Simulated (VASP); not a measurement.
A run of VASP 6.6.1:

POSCAR

```
Ni
1.0
   -1.4607430247      1.4607430247      1.2416315710
    1.4607430247     -1.4607430247      1.2416315710
    1.4607430247      1.4607430247     -1.2416315710
Ni
1
Direct
    0.0000000000      0.0000000000      0.0000000000
```

File INCAR.step1:

```
ALGO = Normal
EDIFF = 1E-4
ENCUT = 520
GGA = PE
ISMEAR = 0
ISPIN = 2
LASPH = T
LCHARG = F
LMAXMIX = 4
LREAL = F
LWAVE = T
MAGMOM = 0.78
NBANDS = 15
NELM = 150
PREC = Accurate
SIGMA = 0.15
```

INCAR.step2

```
ALGO = Normal
EDIFF = 1E-6
ENCUT = 520
ISIF = 2
ISMEAR = 0
ISPIN = 2
ISTART = 1
LASPH = T
LCHARG = F
LMAXMIX = 4
LMIXTAU = T
LORBIT = 11
LREAL = F
LWAVE = F
MAGMOM = 0.78
METAGGA = R2SCAN
NBANDS = 15
NELM = 150
PREC = Accurate
SIGMA = 0.15
```

Contents of KPOINTS:

```
k-points
0
Gamma
  26 26 26
```

Potentials or basis: VASP PAW PBE potentials, release 64 (Ni).

The run is started by

```bash
$ cat potpaw_PBE.64/Ni/POTCAR > POTCAR
$ cp INCAR.step1 INCAR
$ mpirun -np 1 vasp_std > vasp.out
$ cp INCAR.step2 INCAR
$ mpirun -np 1 vasp_std > vasp.out
```

Hardware: 1 thread of Intel Xeon 8259CL (shared host).

Q: Estimate the wall time of this run.

A: It took 37 min on 1 thread of Intel Xeon 8259CL (shared host), peak memory 0.4 GiB. Counts: k points 1330.
